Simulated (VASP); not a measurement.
A run of VASP 6.6.1:

Contents of INCAR:

```
PREC     = Accurate       # precision mode
ENCUT    = 520            # plane-wave cutoff, eV
EDIFF    = 1E-7           # SCF threshold, eV
ISMEAR   = 0              # smearing method
SIGMA    = 0.1            # smearing width, eV
LREAL    = False          # projectors in reciprocal space
LASPH    = True           # aspherical terms in the spheres
NELM     = 150            # most SCF steps
ALGO     = Normal         # electronic algorithm
ISIF     = 2              # what is computed and relaxed
LWAVE    = False          # write WAVECAR
LCHARG   = True           # write CHGCAR
ISPIN    = 2              # spin polarisation
MAGMOM   = 0 0 0 0 1 1    # initial moments
LORBIT   = 11             # projections on sites
GGA      = PE             # functional
LELF     = True           # ELF
LVHAR    = True         
NBANDS   = 25             # bands
```

Contents of KPOINTS:

```
Automatic mesh
0
Gamma
  6 6 4
```

File POSCAR:

```
Si2C
1.0
    4.7379708900      0.0000000000      0.0000000000
   -2.3689854500      4.1032031600      0.0000000000
    0.0000000000      0.0000000000      4.4448845600
Si C
4 2
Direct
    0.0000000000      0.0000000000      0.0000000000
    0.3333333300      0.0000000000      0.5000000000
    0.0000000000      0.3333333300      0.5000000000
    0.6666666700      0.6666666700      0.5000000000
    0.6666666700      0.3333333300      0.0000000000
    0.3333333300      0.6666666700      0.0000000000
```

Potentials or basis: VASP PAW PBE potentials, release 64 (Si, C).

The run is started by

```sh
$ cat potpaw_PBE.64/Si/POTCAR potpaw_PBE.64/C/POTCAR > POTCAR
$ mpirun -np 1 vasp_std > vasp.out
```

Hardware: 1 thread of Intel Xeon 8259CL (shared host).

Task: Estimate the wall time of this run.

Result: Run time: 3 min on 1 thread of Intel Xeon 8259CL (shared host), peak memory 0.26 GiB. Counts: scf iterations 16, k points 21.
